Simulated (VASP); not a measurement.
Here is a VASP 6.6.1 calculation.

Contents of POSCAR:

```
Al7Si9C9N7
1.0
    9.3351780000      0.0000000000      0.0000000000
    0.0000000000     10.7284720000      0.0000000000
    0.0000000000      0.0000000000     10.0565780000
Si Al N C
27 21 21 27
Direct
    0.1676850000      0.0881720000      0.2529110000
    0.9988810000      0.3403300000      0.2500190000
    0.1730520000      0.5815920000      0.2507590000
    0.9999180000      0.8363640000      0.2472990000
    0.9972330000      0.8312810000      0.7505530000
    0.8326810000      0.0863680000      0.2512810000
    0.8354640000      0.0853370000      0.7494650000
    0.6687110000      0.3348310000      0.7472270000
    0.5024830000      0.5850070000      0.7490460000
    0.3358890000      0.8326210000      0.7495830000
    0.8319910000      0.5811280000      0.2459650000
    0.8328220000      0.5830850000      0.7503330000
    0.9965350000      0.1655790000      0.9976050000
    0.3371770000      0.1681740000      0.5050540000
    0.6668120000      0.1672730000      0.4993210000
    0.4992530000      0.4129580000      0.5023820000
    0.3342940000      0.6701970000      0.5012050000
    0.3313040000      0.6693060000      0.9995400000
    0.1688860000      0.9181330000      0.5036620000
    0.1626940000      0.9222540000      0.9951760000
    0.8294310000      0.4120830000      0.5004380000
    0.8316470000      0.4122660000      0.9934840000
    0.6657610000      0.6650400000      0.5019610000
    0.6677410000      0.6625220000      0.9967270000
    0.5012620000      0.9188440000      0.0044250000
    0.8337960000      0.9175460000      0.5022340000
    0.8367960000      0.9179330000      0.9954280000
    0.1644080000      0.0828910000      0.7479360000
    0.0005730000      0.3324080000      0.7523620000
    0.5009880000      0.0888380000      0.2438300000
    0.5004030000      0.0814780000      0.7540340000
    0.3346010000      0.3337120000      0.2503930000
    0.3289700000      0.3314190000      0.7466140000
    0.1666080000      0.5842810000      0.7512860000
    0.6638320000      0.3321050000      0.2489320000
    0.4959310000      0.5794510000      0.2430120000
    0.3306840000      0.8379950000      0.2457730000
    0.6701710000      0.8337630000      0.2395410000
    0.6660200000      0.8317580000      0.7554050000
    0.9983170000      0.1663490000      0.5042070000
    0.3345400000      0.1685980000      0.9972340000
    0.1676420000      0.4145040000      0.5033610000
    0.1722270000      0.4167970000      0.9956620000
    0.0029810000      0.6654310000      0.5008890000
    0.0053810000      0.6644810000      0.9947880000
    0.6674900000      0.1666900000      0.9959880000
    0.4980730000      0.4152680000      0.9975340000
    0.5007140000      0.9190550000      0.5037390000
    0.9991240000      0.1640650000      0.1901530000
    0.9916750000      0.1629760000      0.6927550000
    0.9943390000      0.6715790000      0.2056460000
    0.5107690000      0.4238390000      0.6853370000
    0.1511720000      0.9211220000      0.1860590000
    0.8407910000      0.4262190000      0.1851070000
    0.8265180000      0.4233610000      0.6811880000
    0.6813700000      0.6625550000      0.1866950000
    0.5011220000      0.9126730000      0.1905850000
    0.4954240000      0.9081190000      0.6891020000
    0.8479230000      0.9186510000      0.1885300000
    0.1551950000      0.0815030000      0.9462920000
    0.5037450000      0.0859740000      0.4435130000
    0.3340230000      0.3329490000      0.9341930000
    0.1782700000      0.5967530000      0.4310390000
    0.1769470000      0.5899850000      0.9433600000
    0.0001220000      0.8391590000      0.4277750000
    0.5006230000      0.5915620000      0.4435390000
    0.3273800000      0.8311800000      0.4398050000
    0.8216970000      0.5817730000      0.4285190000
    0.6765480000      0.8234510000      0.4371820000
    0.3199870000      0.1597540000      0.1896420000
    0.3339410000      0.1608870000      0.6837490000
    0.1542020000      0.4243140000      0.1944410000
    0.1618850000      0.4197580000      0.6917270000
    0.9887030000      0.6693900000      0.6915950000
    0.6818710000      0.1621330000      0.1902350000
    0.6766240000      0.1714980000      0.6836100000
    0.5024460000      0.4164860000      0.1867340000
    0.3222370000      0.6700030000      0.1848300000
    0.3436760000      0.6699810000      0.6824110000
    0.1657830000      0.9039250000      0.6851680000
    0.6690580000      0.6574340000      0.6822460000
    0.8383410000      0.9203100000      0.6842230000
    0.1739490000      0.0757650000      0.4359660000
    0.9870350000      0.3394790000      0.4319160000
    0.9944210000      0.3275780000      0.9499490000
    0.4996820000      0.0732670000      0.9450790000
    0.3430130000      0.3315310000      0.4471980000
    0.0020710000      0.8388930000      0.9413200000
    0.8254440000      0.0737700000      0.4335810000
    0.8433290000      0.0773300000      0.9360320000
    0.6656020000      0.3374880000      0.4485500000
    0.6728810000      0.3386790000      0.9265040000
    0.4972990000      0.5953280000      0.9338060000
    0.3302080000      0.8380060000      0.9420080000
    0.8303600000      0.5780900000      0.9386970000
    0.6698010000      0.8312130000      0.9587070000
```

The input INCAR.step1:

```
PREC = Accurate
ENCUT = 520
EDIFF = 1E-5
ISMEAR = -1
SIGMA = 0.05
LREAL = Auto
LASPH = True
NELM = 80
ALGO = Normal
ISIF = 2
LWAVE = True
LCHARG = False
NBANDS = 246
GGA = PE
LUSENCCL = False
```

Contents of INCAR.step2:

```
PREC = Accurate
ENCUT = 520
EDIFF = 1E-6
ISMEAR = -1
SIGMA = 0.05
LREAL = Auto
LASPH = True
NELM = 80
ALGO = Normal
ISIF = 2
LWAVE = False
LCHARG = False
GGA = PE
LHFCALC = True
HFSCREEN = 0.2079
PRECFOCK = Fast
NBANDS = 246
ISTART = 1
LUSENCCL = False
```

Contents of KPOINTS:

```
regular mesh
0
Gamma
  1 1 1
```

Potentials or basis: VASP PAW PBE potentials, release 64 (Si, Al, N, C).

Command:

```bash
$ cat potpaw_PBE.64/Si/POTCAR potpaw_PBE.64/Al/POTCAR potpaw_PBE.64/N/POTCAR potpaw_PBE.64/C/POTCAR > POTCAR
$ cp INCAR.step1 INCAR
$ mpirun -np 1 vasp_gam > vasp.out
$ cp INCAR.step2 INCAR
$ mpirun -np 1 vasp_gam > vasp.out
```

(1) Predict the pressure.

(2) Estimate the band gap on the k mesh.

Answers

(1) -2.0 GPa.

(2) 2.95 eV.

Caveat: the k points lie up to 0.67 Å⁻¹ apart; the PAW data sets were made with another functional, which shifts forces and pressure a little.
